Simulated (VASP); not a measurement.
Input of a VASP 6.6.1 run:

The input INCAR:

```
SYSTEM = Ag
PREC     = Accurate       ! precision mode
ENCUT    = 520            ! plane-wave cutoff, eV
EDIFF    = 1E-8           ! SCF threshold, eV
ISMEAR   = -1             ! smearing method
SIGMA    = 0.08           ! smearing width, eV
LREAL    = .FALSE.        ! projectors in reciprocal space
LASPH    = .TRUE.         ! aspherical terms in the spheres
NELM     = 60             ! most SCF steps
ALGO     = Normal         ! electronic algorithm
ISIF     = 2              ! what is computed and relaxed
LWAVE    = .FALSE.        ! write WAVECAR
LCHARG   = .FALSE.        ! write CHGCAR
LEFG     = .TRUE.       
NBANDS   = 30             ! bands
```

The input KPOINTS:

```
regular mesh
0
G
  14 14 4
  0 0 0
```

POSCAR

```
Ag
1.0
    2.8471914389      0.0000000000      0.0000000000
   -1.4235957195      2.4657401156      0.0000000000
    0.0000000000      0.0000000000      9.8648482973
Ag
4
Direct
    0.3333333333      0.6666666667      0.2500000000
    0.6666666667      0.3333333333      0.7500000000
    0.0000000000      0.0000000000      0.0000000000
    0.0000000000      0.0000000000      0.5000000000
```

Potentials or basis: VASP PAW LDA potentials, release 64 (Ag).

Run with:

```console
$ cat potpaw_LDA.64/Ag/POTCAR > POTCAR
$ mpirun -np 1 vasp_std > vasp.out
```

(1) Predict the pressure.

(2) Predict the band gap on the k mesh.

## Answers

(1) -7.9 GPa.

(2) zero (bands 22 and 23 overlap by 6.14 eV).

Caveat: the cell stands under tension; without QUAD_EFG the Cq values of the log hold for a quadrupole moment of 1 mb, not for the nuclei.
